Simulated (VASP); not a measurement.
# EuMn (Pm-3m) in VASP: notebook

The runs below take EuMn through single point, with PBEsol.

Program: VASP 6.6.1. These are calculated values, not measurements. Logs are shortened: lines on timing, memory, paths and dates and some standing lists are left out, and cuts for length are marked.

## 1. The cell of the first run

Symmetry: Pm-3m, No. 221, cubic system. Conventional cell: a = 3.471 Å, b = 3.471 Å, c = 3.471 Å, α = 90.00°, β = 90.00°, γ = 90.00°. Eu (site symmetry m-3m) has 8 Mn at 3.01 Å and 6 Eu at 3.47 Å within 4.0 Å. Within 4.0 Å of Mn (site symmetry m-3m) lie 8 Eu at 3.01 Å and 6 Mn at 3.47 Å.

## 2. Single point, PBEsol, collinear spin, ferrimagnetic start (volume scaled by 0.960)

INCAR

```
SYSTEM = EuMn
PREC = Accurate
ENCUT = 520
EDIFF = 1E-7
ISMEAR = 0
SIGMA = 0.05
LREAL = .False.
LASPH = .True.
NELM = 150
ALGO = Normal
ISIF = 2
LWAVE = .False.
LCHARG = .False.
ISPIN = 2
MAGMOM = 7.38 -3.85
LORBIT = 11
LMAXMIX = 6
GGA = PS
NBANDS = 26
```

KPOINTS

```
Automatic mesh
0
Gamma
  8 8 8
  0 0 0
```

POSCAR

```
EuMn
1.0
    3.4710923278      0.0000000000      0.0000000000
    0.0000000000      3.4710923278      0.0000000000
    0.0000000000      0.0000000000      3.4710923278
Eu Mn
1 1
Direct
    0.0000000000      0.0000000000      0.0000000000
    0.5000000000      0.5000000000      0.5000000000
```

Potentials or basis: VASP PAW PBE potentials, release 64 (Eu, Mn_pv).

Command:

```
cat potpaw_PBE.64/Eu/POTCAR potpaw_PBE.64/Mn_pv/POTCAR > POTCAR
mpirun -np 1 vasp_std > vasp.out
```

OUTCAR:

```text
SYSTEM = EuMn
   PREC = Accurate
   ENCUT = 520
   EDIFF = 1E-7
   ISMEAR = 0
   LREAL = .False.
   LASPH = .True.
   NELM = 150
   ISIF = 2
   ISPIN = 2
   LORBIT = 11
   GGA = PS

 ion  position               nearest neighbor table
   1  0.000  0.000  0.000-   2 3.01   2 3.01   2 3.01   2 3.01   2 3.01   2 3.01   2 3.01   2 3.01

   2  0.500  0.500  0.500-   1 3.01   1 3.01   1 3.01   1 3.01   1 3.01   1 3.01   1 3.01   1 3.01

  LATTYP: Found a simple cubic cell.
 ALAT       =     3.4710923278

  Lattice vectors:

 A1 = (   3.4710923278,   0.0000000000,   0.0000000000)
 A2 = (   0.0000000000,   3.4710923278,   0.0000000000)
 A3 = (   0.0000000000,   0.0000000000,   3.4710923278)

Analysis of symmetry for initial positions (statically):
=====================================================================
 Subroutine PRICEL returns:
 Original cell was already a primitive cell.

 Routine SETGRP: Setting up the symmetry group for a
 simple cubic supercell.

 Subroutine GETGRP returns: Found 48 space group operations
 (whereof 48 operations were pure point group operations)
 out of a pool of 48 trial point group operations.

The static configuration has the point symmetry O_h .

Analysis of symmetry for dynamics (positions and initial velocities):
=====================================================================
 Subroutine PRICEL returns:
 Original cell was already a primitive cell.

 Routine SETGRP: Setting up the symmetry group for a
 simple cubic supercell.

 Subroutine GETGRP returns: Found 48 space group operations
 (whereof 48 operations were pure point group operations)
 out of a pool of 48 trial point group operations.

The dynamic configuration has the point symmetry O_h .

Analysis of structural, dynamic, and magnetic symmetry:
=====================================================================
 Subroutine PRICEL returns:
 Original cell was already a primitive cell.

 Routine SETGRP: Setting up the symmetry group for a
 simple cubic supercell.

 Subroutine GETGRP returns: Found 48 space group operations
 (whereof 48 operations were pure point group operations)
 out of a pool of 48 trial point group operations.

The overall configuration has the point symmetry O_h .

 Subroutine INISYM returns: Found 48 space group operations
 (whereof 48 operations are pure point group operations),
 and found     1 'primitive' translations

----------------------------------------------------------------------------------------

                                     Primitive cell

  volume of cell :      41.8214

  direct lattice vectors                    reciprocal lattice vectors
     3.471092328  0.000000000  0.000000000     0.288093748  0.000000000  0.000000000
     0.000000000  3.471092328  0.000000000     0.000000000  0.288093748  0.000000000
     0.000000000  0.000000000  3.471092328     0.000000000  0.000000000  0.288093748

  length of vectors
     3.471092328  3.471092328  3.471092328     0.288093748  0.288093748  0.288093748

  position of ions in fractional coordinates (direct lattice)
     0.000000000  0.000000000  0.000000000
     0.500000000  0.500000000  0.500000000

  ion indices of the primitive-cell ions
   primitive index   ion index
                 1           1
                 2           2

----------------------------------------------------------------------------------------

 KPOINTS: Automatic mesh

Automatic generation of k-mesh.
 Grid dimensions read from file:
 generate k-points for:    8    8    8

 Generating k-lattice:

  Cartesian coordinates                     Fractional coordinates (reciprocal lattice)
     0.036011719  0.000000000  0.000000000     0.125000000  0.000000000  0.000000000
     0.000000000  0.036011719  0.000000000     0.000000000  0.125000000  0.000000000
     0.000000000  0.000000000  0.036011719     0.000000000  0.000000000  0.125000000

  Length of vectors
     0.036011719  0.036011719  0.036011719

  Shift w.r.t. Gamma in fractional coordinates (k-lattice)
     0.000000000  0.000000000  0.000000000

 Subroutine IBZKPT returns following result:
 ===========================================

 Found     35 irreducible k-points:

 Following reciprocal coordinates:
            Coordinates               Weight
  0.000000  0.000000  0.000000      1.000000
  0.125000  0.000000  0.000000      6.000000
  0.250000  0.000000  0.000000      6.000000
  0.375000  0.000000  0.000000      6.000000
  0.500000  0.000000  0.000000      3.000000
  0.125000  0.125000  0.000000     12.000000
[... 16 lines left out ...]
  0.375000  0.375000  0.125000     24.000000
  0.500000  0.375000  0.125000     24.000000
 [... further k-points ...]
   k-points           NKPTS =     35   k-points in BZ     NKDIM =     35   number of bands    NBANDS=     26
   number of dos      NEDOS =    301   number of ions     NIONS =      2
   total plane-waves  NPLWV =  21952
   dimension x,y,z NGX =    28 NGY =   28 NGZ =   28
   dimension x,y,z NGXF=    56 NGYF=   56 NGZF=   56
   ions per type =               1   1
   NGX,Y,Z   is equivalent  to a cutoff of  13.41, 13.41, 13.41 a.u.
   NGXF,Y,Z  is equivalent  to a cutoff of  26.82, 26.82, 26.82 a.u.
 SYSTEM =  EuMn
   PREC   = accura    normal or accurate (medium, high low for compatibility)
   ISTART =      0    job   : 0-new  1-cont  2-samecut
   ICHARG =      2    charge: 1-file 2-atom 10-const
   ISPIN  =      2    spin polarized calculation?
   LNONCOLLINEAR =      F non collinear calculations
   LSORBIT =      F    spin-orbit coupling
   LASPH  =      T    aspherical Exc in radial PAW
   ENCUT  =  520.0 eV  38.22 Ry    6.18 a.u.   6.45  6.45  6.45*2*pi/ulx,y,z
   NELM   =    150;   NELMIN=  2; NELMDL= -5     # of ELM steps
   EDIFF  = 0.1E-06   stopping-criterion for ELM
   LREAL  =      F    real-space projection
   EDIFFG = 0.1E-05   stopping-criterion for IOM
   NSW    =      0    number of steps for IOM
   IBRION =     -1    ionic relax: 0-MD 1-quasi-New 2-CG
   NFREE  =      0    steps in history (QN), initial steepest desc. (CG)
   ISIF   =      2    stress and relaxation
   ISYM   =      2    0-nonsym 1-usesym 2-fastsym
   POTIM  = 0.5000    time-step for ionic-motion
   TEBEG  =    0.0;   TEEND  =   0.0 temperature during run
   PSTRESS=    0.0 pullay stress
   NELECT =      30.0000    total number of electrons
   NUPDOWN=      -1.0000    fix difference up-down
   EMIN   =  10.00;   EMAX   =-10.00  energy-range for DOS
   EFERMI =   0.00;   METHOD = LEGACY
   ISMEAR =     0;   SIGMA  =   0.05  broadening in eV -4-tet -1-fermi 0-gaus
   EFERMI_NEDOS =   21; number of points for ismear=-14 and -15
   IALGO  =     38    algorithm
   IMIX   =      4    mixing-type and parameters
     AMIX     =   0.40;   BMIX     =  1.00
     AMIX_MAG =   1.60;   BMIX_MAG =  1.00
  volume/ion in A,a.u.               =      20.91       141.11
  Fermi-wavevector in a.u.,A,eV,Ry     =   1.465489  2.769372 29.220642  2.147657
  Thomas-Fermi vector in A             =   2.581339
   LORBIT       =     11    0 simple, 1 ext, 2 COOP (PROOUT), +10 PAW based schemes
   GGA     = PS    functional components
   LHFCALC =     F    Hartree Fock is set to
   AEXX    =    0.0000 exact exchange contribution
   IVDW    =     0    specifies the selected vdW correction
   LEPSILON=     F    determine dielectric tensor
   LRPA    =     F    only Hartree local field effects (RPA)
 spin polarized calculation
 Gauss-broadening in eV      SIGMA  =   0.05
  energy-cutoff  :      520.00
  volume of cell :       41.82
 maximum number of plane-waves:      1141
 NGX is ok and might be reduce to    28
   NGX = 13   NGY = 13   NGZ = 13

 number of electron      29.9999989 magnetization       3.5833276

 Free energy of the ion-electron system (eV)
  ---------------------------------------------------
  ext. energy  EPLUGINS =         0.00000000
  ---------------------------------------------------
  free energy    TOTEN  =       -20.62773407 eV

  energy without entropy =      -20.62596199  energy(sigma->0) =      -20.62684803

 E-fermi :   4.9213     XC(G=0): -11.4347

 val. band max:        4.8481402774   @ k =   0.5000   0.3750   0.1250
 cond. band min:       4.9229348097   @ k =   0.5000   0.3750   0.0000
 fundamental gap:      0.0747945323
 Fermi energy:         4.9213132470

 spin component 1

 k-point     1 :       0.0000    0.0000    0.0000
  band No.  band energies     occupation
      1     -40.9395      1.00000
      2     -40.9395      1.00000
      3     -40.9395      1.00000
      4     -36.2166      1.00000
      5     -14.6378      1.00000
      6     -14.6378      1.00000
[... 18 lines left out ...]
     25      11.5125      0.00000
     26      12.8300      0.00000
[... 644 lines left out ...]
      4     -36.1167      1.00000
      5     -15.2832      1.00000
      6     -15.1673      1.00000
[... 18 lines left out ...]
     25      10.7744      0.00000
     26      12.9242      0.00000

 [... further k-points ...]

 spin component 2

 k-point     1 :       0.0000    0.0000    0.0000
  band No.  band energies     occupation
      1     -44.4761      1.00000
      2     -44.4761      1.00000
      3     -44.4761      1.00000
      4     -33.2127      1.00000
      5     -12.3583      1.00000
      6     -12.3583      1.00000
[... 18 lines left out ...]
     25      12.4190      0.00000
     26      13.0911      0.00000
[... 644 lines left out ...]
      4     -33.0913      1.00000
      5     -13.1164      1.00000
      6     -12.9781      1.00000
[... 18 lines left out ...]
     25      11.0565      0.00000
     26      14.3757      0.00000

 [... further k-points ...]

------------------------ aborting loop because EDIFF is reached ----------------------------------------

  FORCE on cell =-STRESS in cart. coord.  units (eV):
  Direction    XX          YY          ZZ          XY          YZ          ZX
  --------------------------------------------------------------------------------------
  -------------------------------------------------------------------------------------
  Total        0.4857962      0.4857962      0.4857962     -0.0000000     -0.0000000      0.0000000
  in kB       18.6108500     18.6108500     18.6108500     -0.0000000     -0.0000000      0.0000000
  external PRESSURE =      18.6108500 kB  Pullay stress =       0.0000000 kB

 VOLUME and BASIS-vectors are now :
 -----------------------------------------------------------------------------
  energy-cutoff  :      520.00
  volume of cell :       41.82
      direct lattice vectors                 reciprocal lattice vectors
     3.471092328  0.000000000  0.000000000     0.288093748  0.000000000  0.000000000
     0.000000000  3.471092328  0.000000000     0.000000000  0.288093748  0.000000000
     0.000000000  0.000000000  3.471092328     0.000000000  0.000000000  0.288093748

 POSITION                                       TOTAL-FORCE (eV/Angst)
 -----------------------------------------------------------------------------------
      0.00000      0.00000      0.00000         0.000000      0.000000      0.000000
      1.73555      1.73555      1.73555         0.000000      0.000000      0.000000
 -----------------------------------------------------------------------------------
    total drift:                                0.000000      0.000000      0.000000

  FREE ENERGIE OF THE ION-ELECTRON SYSTEM (eV)
  ---------------------------------------------------
  free  energy   TOTEN  =       -20.6277340664 eV

  energy  without entropy=      -20.6259619890  energy(sigma->0) =      -20.62684803

 total charge

# of ion       s       p       d       f       tot
--------------------------------------------------
    1        2.090   5.662   0.620   6.446  14.819
    2        0.406   6.140   5.017   0.000  11.563
--------------------------------------------------
tot          2.496  11.802   5.638   6.446  26.382

 magnetization (x)

# of ion       s       p       d       f       tot
--------------------------------------------------
    1        0.017  -0.092   0.244   6.397   6.566
    2       -0.053   0.027  -3.368   0.000  -3.395
--------------------------------------------------
tot         -0.036  -0.065  -3.125   6.397   3.171
```

Wall time 2.1 min (1 thread of Intel Xeon Platinum 8259CL at 2.50GHz (Skylake/Cascade Lake), shared host); peak memory 0.22 GiB.

Results:

```yaml
Free_energy: -20.6277 eV
Pressure: 1.9 GPa
Net_moment: 3.58 μB per cell
Site_moments: Eu +6.57; Mn -3.40 μB
Valence_electrons_inside_the_program's_atomic_spheres: Eu 14.82; Mn 11.56
```

Levels at points of the mesh, in eV from the Fermi level:
Spin up:
```csv
k point,band 13,band 14,band 15,band 16,band 17,band 18,band 19,band 20,band 21,band 22
"(0.00, 0.00, 0.00)",-0.58,-0.56,-0.56,-0.56,-0.50,0.92,0.92,0.92,2.85,2.85
"(0.50, 0.00, 0.00)",-0.68,-0.67,-0.42,-0.42,0.49,0.50,1.17,1.17,1.51,1.98
"(0.50, 0.50, 0.00)",-0.56,-0.56,-0.41,-0.41,-0.15,-0.15,1.65,1.74,2.11,2.11
"(0.50, 0.50, 0.50)",-0.59,-0.59,-0.44,-0.44,-0.44,0.48,0.48,0.48,1.68,1.68
```
Spin down:
| k point | band 9 | band 10 | band 11 | band 12 | band 13 | band 14 | band 15 | band 16 | band 17 | band 18 |
| --- | --- | --- | --- | --- | --- | --- | --- | --- | --- | --- |
| (0.00, 0.00, 0.00) | -3.19 | -3.19 | -2.03 | -2.03 | -2.03 | 2.30 | 2.30 | 3.87 | 3.87 | 3.87 |
| (0.50, 0.00, 0.00) | -2.48 | -2.09 | -2.09 | -2.05 | -1.95 | -0.45 | 1.73 | 3.10 | 3.10 | 3.89 |
| (0.50, 0.50, 0.00) | -3.08 | -2.51 | -2.51 | -1.47 | -0.72 | 1.95 | 1.95 | 2.86 | 3.86 | 3.95 |
| (0.50, 0.50, 0.50) | -2.21 | -2.21 | -1.45 | -1.45 | -0.98 | -0.98 | -0.98 | 2.09 | 4.04 | 4.04 |

Caveat: the PAW data sets were made with another functional, which shifts forces and pressure a little; spin-orbit coupling is left out, which moves the levels of the heavy elements; without U or exact exchange the open f shell lies at the Fermi level, which spoils levels, moments and volumes.

## 3. Single point, PBEsol, collinear spin, ferrimagnetic start (volume scaled by 0.980)

INCAR

```
PREC = Accurate
ENCUT = 520
EDIFF = 1E-6
ISMEAR = 0
SIGMA = 0.05
LREAL = False
LASPH = True
NELM = 150
ALGO = Normal
ISIF = 2
LWAVE = False
LCHARG = False
ISPIN = 2
MAGMOM = 7.4 -3.89
LORBIT = 11
LMAXMIX = 6
GGA = PS
NBANDS = 26
```

KPOINTS

```
Automatic mesh
0
Gamma
  8 8 8
```

POSCAR

```
EuMn
1.0
    3.4950316521      0.0000000000      0.0000000000
    0.0000000000      3.4950316521      0.0000000000
    0.0000000000      0.0000000000      3.4950316521
Eu Mn
1 1
Direct
    0.0000000000      0.0000000000      0.0000000000
    0.5000000000      0.5000000000      0.5000000000
```

Potentials or basis: VASP PAW PBE potentials, release 64 (Eu, Mn_pv).

Command:

```
cat potpaw_PBE.64/Eu/POTCAR potpaw_PBE.64/Mn_pv/POTCAR > POTCAR
mpirun -np 1 vasp_std > vasp.out
```

Run time: 2.1 min. Hardware: 1 thread of Intel Xeon Platinum 8259CL at 2.50GHz (Skylake/Cascade Lake), shared host; peak memory 0.23 GiB.

It converged, with:

| Item | Value |
| --- | --- |
| Free energy | -20.6356 eV |
| Pressure | 0.9 GPa |
| Net moment | 3.57 μB per cell |
| Site moments | Eu +6.57; Mn -3.43 μB |
| Valence electrons inside the program's atomic spheres | Eu 14.80; Mn 11.55 |

Levels at points of the mesh, in eV from the Fermi level:
Spin up:
```csv
k point,band 15,band 16,band 17,band 18,band 19,band 20
"(0.00, 0.00, 0.00)",-0.56,-0.56,-0.50,0.92,0.92,0.92
"(0.50, 0.00, 0.00)",-0.42,-0.42,0.48,0.52,1.15,1.15
"(0.50, 0.50, 0.00)",-0.41,-0.41,-0.13,-0.13,1.62,1.70
"(0.50, 0.50, 0.50)",-0.44,-0.44,-0.44,0.46,0.46,0.46
```
Spin down:
| k point | band 10 | band 11 | band 12 | band 13 | band 14 | band 15 | band 16 | band 17 |
| --- | --- | --- | --- | --- | --- | --- | --- | --- |
| (0.00, 0.00, 0.00) | -3.18 | -2.08 | -2.08 | -2.08 | 2.26 | 2.26 | 3.87 | 3.87 |
| (0.50, 0.00, 0.00) | -2.13 | -2.13 | -2.06 | -1.99 | -0.54 | 1.74 | 3.07 | 3.07 |
| (0.50, 0.50, 0.00) | -2.53 | -2.53 | -1.53 | -0.78 | 1.87 | 1.87 | 2.79 | 3.87 |
| (0.50, 0.50, 0.50) | -2.26 | -1.51 | -1.51 | -0.95 | -0.95 | -0.95 | 2.03 | 4.04 |

Caveat: the PAW data sets were made with another functional, which shifts forces and pressure a little; spin-orbit coupling is left out, which moves the levels of the heavy elements; without U or exact exchange the open f shell lies at the Fermi level, which spoils levels, moments and volumes. The state reached can hang on the start; a lower one may exist.
